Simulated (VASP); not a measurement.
# CuAu (P4/mmm) in VASP: notebook, part 2 of 2

VASP 6.6.1. Earlier steps stand in the parts before.

### Step 3. Single point, r2SCAN

This run uses another cell than the first one, of 14.53 Å³/atom, 0.969 times its volume.

The input, POSCAR:

```
CuAu
1.0
    2.8259604271      0.0000000000      0.0000000000
    0.0000000000      2.8259604271      0.0000000000
    0.0000000000      0.0000000000      3.6388645203
Cu Au
1 1
Direct
    0.5000000000      0.5000000000      0.5000000000
    0.0000000000      0.0000000000      0.0000000000
```

The input, INCAR.step1:

```
ALGO     = Normal         # electronic algorithm
EDIFF    = 1E-4           # SCF threshold, eV
ENCUT    = 520            # plane-wave cutoff, eV
GGA      = PE             # functional
ISMEAR   = -1             # smearing method
LASPH    = True           # aspherical terms in the spheres
LCHARG   = False          # write CHGCAR
LREAL    = False          # projectors in reciprocal space
LWAVE    = True           # write WAVECAR
NBANDS   = 18             # bands
NELM     = 80             # most SCF steps
PREC     = Accurate       # precision mode
SIGMA    = 0.1            # smearing width, eV
```

The input, INCAR.step2:

```
ALGO     = Normal         # electronic algorithm
EDIFF    = 1E-7           # SCF threshold, eV
ENCUT    = 520            # plane-wave cutoff, eV
ISIF     = 2              # what is computed and relaxed
ISMEAR   = -1             # smearing method
ISTART   = 1            
LASPH    = True           # aspherical terms in the spheres
LCHARG   = False          # write CHGCAR
LMIXTAU  = True         
LREAL    = False          # projectors in reciprocal space
LWAVE    = False          # write WAVECAR
METAGGA  = R2SCAN         # meta-GGA
NBANDS   = 18             # bands
NELM     = 80             # most SCF steps
PREC     = Accurate       # precision mode
SIGMA    = 0.1            # smearing width, eV
```

The input, KPOINTS:

```
k-points
0
Gamma
  11 11 9
```

Potentials or basis: VASP PAW PBE potentials, release 64 (Cu, Au).

The run is started by

```bash
> cat potpaw_PBE.64/Cu/POTCAR potpaw_PBE.64/Au/POTCAR > POTCAR
> cp INCAR.step1 INCAR
> mpirun -np 1 vasp_std > vasp.out
> cp INCAR.step2 INCAR
> mpirun -np 1 vasp_std > vasp.out
```

Run time: 84 s. Hardware: 1 thread of Intel Xeon Platinum 8559C (Emerald Rapids), shared host; peak memory 0.19 GiB.

Results (log left out):

* Free energy: -61.5534 eV
* Pressure: 0.3 GPa
* Band gap on the k mesh: zero (band 11 reaches 12.67 eV, above the bottom of band 12 at 6.51 eV)

Levels at points of the mesh, in eV from the Fermi level:
| k point | band 7 | band 8 | band 9 | band 10 | band 11 | band 12 | band 13 | band 14 | band 15 | band 16 |
| --- | --- | --- | --- | --- | --- | --- | --- | --- | --- | --- |
| (0.00, 0.00, 0.00) | -2.97 | -2.31 | -1.87 | -1.63 | -1.63 | 2.47 | 8.75 | 10.27 | 10.27 | 17.13 |

Caveat: the PAW data sets were made with another functional, which shifts forces and pressure a little; spin-orbit coupling is left out, which moves the levels of the heavy elements.

### Step 4. Single point, r2SCAN

This run uses another cell than the first one, of 14.53 Å³/atom, 0.969 times its volume.

The input, POSCAR:

```
CuAu
1.0
    2.8259604300      0.0000000000      0.0000000000
    0.0000000000      2.8259604300      0.0000000000
    0.0000000000      0.0000000000      3.6388645200
Cu Au
1 1
Direct
    0.5000000000      0.5000000000      0.5000000000
    0.0000000000      0.0000000000      0.0000000000
```

The input, INCAR.step1:

```
SYSTEM = CuAu
PREC     = Accurate       ! precision mode
ENCUT    = 520            ! plane-wave cutoff, eV
ISMEAR   = -1             ! smearing method
SIGMA    = 0.1            ! smearing width, eV
LREAL    = .False.        ! projectors in reciprocal space
LASPH    = .True.         ! aspherical terms in the spheres
NELM     = 80             ! most SCF steps
NBANDS   = 18             ! bands
GGA      = PE             ! functional
ALGO     = Normal         ! electronic algorithm
EDIFF    = 1E-4           ! SCF threshold, eV
LWAVE    = .True.         ! write WAVECAR
LCHARG   = .False.        ! write CHGCAR
```

The input, INCAR.step2:

```
SYSTEM = CuAu
PREC     = Accurate       ! precision mode
ENCUT    = 520            ! plane-wave cutoff, eV
EDIFF    = 1E-7           ! SCF threshold, eV
ISMEAR   = -1             ! smearing method
SIGMA    = 0.1            ! smearing width, eV
LREAL    = .False.        ! projectors in reciprocal space
LASPH    = .True.         ! aspherical terms in the spheres
NELM     = 80             ! most SCF steps
ALGO     = Normal         ! electronic algorithm
ISIF     = 2              ! what is computed and relaxed
LWAVE    = .False.        ! write WAVECAR
LCHARG   = .False.        ! write CHGCAR
METAGGA  = R2SCAN         ! meta-GGA
LMIXTAU  = .True.       
NBANDS   = 18             ! bands
ISTART   = 1
```

The input, KPOINTS:

```
regular mesh
0
Gamma
  12 12 9
  0 0 0
```

The run is started by

```bash
> cat potpaw_PBE.64/Cu/POTCAR potpaw_PBE.64/Au/POTCAR > POTCAR
> cp INCAR.step1 INCAR
> mpirun -np 1 vasp_std > vasp.out
> cp INCAR.step2 INCAR
> mpirun -np 1 vasp_std > vasp.out
```

It took 1.8 min on 1 thread of Intel Xeon Platinum 8559C (Emerald Rapids), shared host; peak memory 0.21 GiB.

Results (log left out):

```yaml
Free_energy: -61.5518 eV
Pressure: 0.5 GPa
Band_gap_on_the_k_mesh: zero (band 11 reaches 13.97 eV, above the bottom of band 12 at 6.50 eV)
```

Stress tensor (GPa, compression positive):
```
 0.95  0.00  0.00
 0.00  0.95  0.00
 0.00  0.00 -0.36
```

Levels at points of the mesh, in eV from the Fermi level:
```tsv
k point	band 9	band 10	band 11	band 12	band 13	band 14
(0.00, 0.00, 0.00)	-1.78	-1.54	-1.54	2.55	8.84	10.36
(0.50, 0.00, 0.00)	-2.50	-2.27	-0.93	-0.24	10.06	10.20
(0.50, 0.50, 0.00)	-1.43	-1.43	0.69	0.69	5.20	7.25
```

Caveat: the PAW data sets were made with another functional, which shifts forces and pressure a little; spin-orbit coupling is left out, which moves the levels of the heavy elements.

### Step 5. Relaxation of cell and atoms, PBE

This run uses another cell than the first one, of 14.56 Å³/atom, 0.971 times its volume.

The input, INCAR:

```
SYSTEM = CuAu
  ALGO = Normal
  EDIFF = 1E-6
  EDIFFG = -0.01
  ENCUT = 600
  GGA = PE
  IBRION = 2
  ISIF = 3
  ISMEAR = -1
  LASPH = .True.
  LCHARG = .False.
  LREAL = .False.
  LWAVE = .False.
  NELM = 80
  NSW = 80
  PREC = Accurate
  SIGMA = 0.1
```

The input, KPOINTS:

```
k-points
0
Gamma
  11 11 9
  0 0 0
```

The input, POSCAR:

```
CuAu
1.0
    2.8107494600      0.0000000000      0.0000000000
    0.0000000000      2.8107494600      0.0000000000
    0.0000000000      0.0000000000      3.6850000000
Cu Au
1 1
Direct
    0.5000000000      0.5000000000      0.5000000000
    0.0000000000      0.0000000000      0.0000000000
```

The run is started by

```bash
> cat potpaw_PBE.64/Cu/POTCAR potpaw_PBE.64/Au/POTCAR > POTCAR
> mpirun -np 1 vasp_std > vasp.out
```

It took 65 s on 1 thread of Intel Xeon Platinum 8559C (Emerald Rapids), shared host; peak memory 0.21 GiB.

It converged, with:

| Property | Result |
| --- | --- |
| Free energy | -7.0748 eV |
| Relaxed volume | 15.01 Å³/atom |
| Relaxed cell | a = 2.840 Å, b = 2.840 Å, c = 3.721 Å, α = 90.00°, β = 90.00°, γ = 90.00° |
| Space group after relaxing (to 0.05 Å) | P4/mmm (No. 123) |
| Energy gained by relaxing | 6.4 meV/atom |
| Ionic steps | 4 |
| Pressure after relaxing | 0.0 GPa |
| Band gap on the k mesh | zero (band 11 reaches 12.11 eV, above the bottom of band 12 at 6.38 eV) |

Stress tensor (GPa, compression positive):
```
 0.09  0.00  0.00
 0.00  0.09  0.00
 0.00  0.00 -0.05
```

The path:
| step | energy change (eV) | largest force (eV/Å) | pressure (GPa) | volume (Å³) |
| --- | --- | --- | --- | --- |
| 1 | 0.0000 | 0.0000 | 4.59 | 29.11 |
| 2 | -0.0023 | 0.0000 | -3.89 | 30.91 |
| 3 | -0.0129 | 0.0000 | -0.07 | 30.04 |
| 4 | -0.0129 | 0.0000 | 0.04 | 30.02 |

Final structure:
```
CELL_PARAMETERS angstrom
2.84042 0.00000 0.00000
0.00000 2.84042 0.00000
0.00000 0.00000 3.72112
ATOMIC_POSITIONS crystal
Cu 0.50000 0.50000 0.50000
Au 0.00000 0.00000 0.00000
```

Levels at points of the mesh, in eV from the Fermi level:
| k point | band 7 | band 8 | band 9 | band 10 | band 11 | band 12 | band 13 | band 14 | band 15 |
| --- | --- | --- | --- | --- | --- | --- | --- | --- | --- |
| (0.00, 0.00, 0.00) | -2.76 | -2.12 | -1.69 | -1.49 | -1.49 | 2.12 | 7.73 | 9.86 | 9.86 |

Caveat: spin-orbit coupling is left out, which moves the levels of the heavy elements.

### Step 6. Relaxation of cell and atoms, PBEsol

This run uses another cell than the first one, of 14.56 Å³/atom, 0.971 times its volume.

The input, INCAR:

```
ALGO = Normal
EDIFF = 1E-6
EDIFFG = -0.01
ENCUT = 600
GGA = PS
IBRION = 2
ISIF = 3
ISMEAR = -1
LASPH = T
LCHARG = F
LREAL = F
LWAVE = F
NELM = 100
NSW = 80
PREC = Accurate
SIGMA = 0.1
```

The input, KPOINTS:

```
k-points
0
Gamma
  11 11 9
```

POSCAR is that of step 5.

Potentials or basis: VASP PAW PBE potentials, release 64 (Cu, Au).

The run is started by

```bash
> cat potpaw_PBE.64/Cu/POTCAR potpaw_PBE.64/Au/POTCAR > POTCAR
> mpirun -np 1 vasp_std > vasp.out
```

It took 2.1 min on 1 thread of Intel Xeon Platinum 8559C (Emerald Rapids), shared host; peak memory 0.21 GiB.

Results (log left out):

```yaml
Free_energy: -8.3689 eV
Relaxed_volume: 14.21 Å³/atom
Relaxed_cell: a = 2.792 Å, b = 2.792 Å, c = 3.647 Å, α = 90.00°, β = 90.00°, γ = 90.00°
Space_group_after_relaxing_to_0.05_Å: P4/mmm (No. 123)
Energy_gained_by_relaxing: 4.0 meV/atom
Ionic_steps: 10
Pressure_after_relaxing: 0.0 GPa
Band_gap_on_the_k_mesh: zero (band 11 reaches 12.86 eV, above the bottom of band 12 at 6.90 eV)
```

Step by step:
| step | energy change (eV) | largest force (eV/Å) | pressure (GPa) | volume (Å³) |
| --- | --- | --- | --- | --- |
| 1 | 0.0000 | 0.0000 | -3.71 | 29.11 |
| 2 | 0.0025 | 0.0000 | 4.70 | 27.72 |
| 3 | -0.0080 | 0.0000 | -0.08 | 28.45 |
| 4 | -0.0080 | 0.0000 | 0.08 | 28.44 |
| 5 | -0.0080 | 0.0000 | -0.05 | 28.46 |
| 6 | -0.0080 | 0.0000 | -0.11 | 28.47 |
| 7 | -0.0080 | 0.0000 | -0.19 | 28.47 |
| 8 | -0.0080 | 0.0000 | -0.20 | 28.47 |
| 9 | -0.0080 | 0.0000 | -0.12 | 28.45 |
| 10 | -0.0080 | 0.0000 | 0.03 | 28.43 |

Final structure:
```cif
data_structure
_symmetry_space_group_name_H-M 'P 1'
_symmetry_Int_Tables_number 1
_cell_length_a 2.7917
_cell_length_b 2.7917
_cell_length_c 3.6472
_cell_angle_alpha 90.000
_cell_angle_beta 90.000
_cell_angle_gamma 90.000
_cell_volume 28.43
loop_
_atom_site_label
_atom_site_type_symbol
_atom_site_fract_x
_atom_site_fract_y
_atom_site_fract_z
_atom_site_occupancy
Cu1 Cu 0.50000 0.50000 0.50000 1
Au1 Au 0.00000 0.00000 0.00000 1
```

Levels at points of the mesh, in eV from the Fermi level:
| k point | band 8 | band 9 | band 10 | band 11 | band 12 | band 13 | band 14 | band 15 |
| --- | --- | --- | --- | --- | --- | --- | --- | --- |
| (0.00, 0.00, 0.00) | -2.18 | -1.72 | -1.49 | -1.49 | 2.05 | 8.27 | 10.01 | 10.01 |

Caveat: the PAW data sets were made with another functional, which shifts forces and pressure a little; spin-orbit coupling is left out, which moves the levels of the heavy elements.

### Step 7. Summary

```tsv
task	level	cell	k mesh	cutoff (eV)	gap on the mesh (eV)	pressure (GPa)	relaxed volume (Å³/atom)
single point	PBE	a = 2.846, b = 2.846, c = 3.702 Å, 2 atoms	11 × 11 × 9	520	none	0.0	-
single point	r2SCAN	a = 2.826, b = 2.826, c = 3.639 Å, 2 atoms	11 × 11 × 9	520	none	0.3	-
single point	r2SCAN	a = 2.826, b = 2.826, c = 3.639 Å, 2 atoms	12 × 12 × 9	520	none	0.5	-
relaxation of cell and atoms	PBE	relaxed from a = 2.811, b = 2.811, c = 3.685 Å, 2 atoms	11 × 11 × 9	600	none	0.0	15.01
relaxation of cell and atoms	PBEsol	relaxed from a = 2.811, b = 2.811, c = 3.685 Å, 2 atoms	11 × 11 × 9	600	none	0.0	14.21
```

Alike in all rows: potentials or basis VASP PAW PBE potentials, release 64 (Cu, Au); no spin polarisation; smearing fermi-dirac 0.1 eV.

Caveats: spin-orbit coupling is left out, which moves the levels of the heavy elements; the PAW data sets were made with another functional, which shifts forces and pressure a little (some runs).

Absolute energies hang on the potentials; compare differences alone.
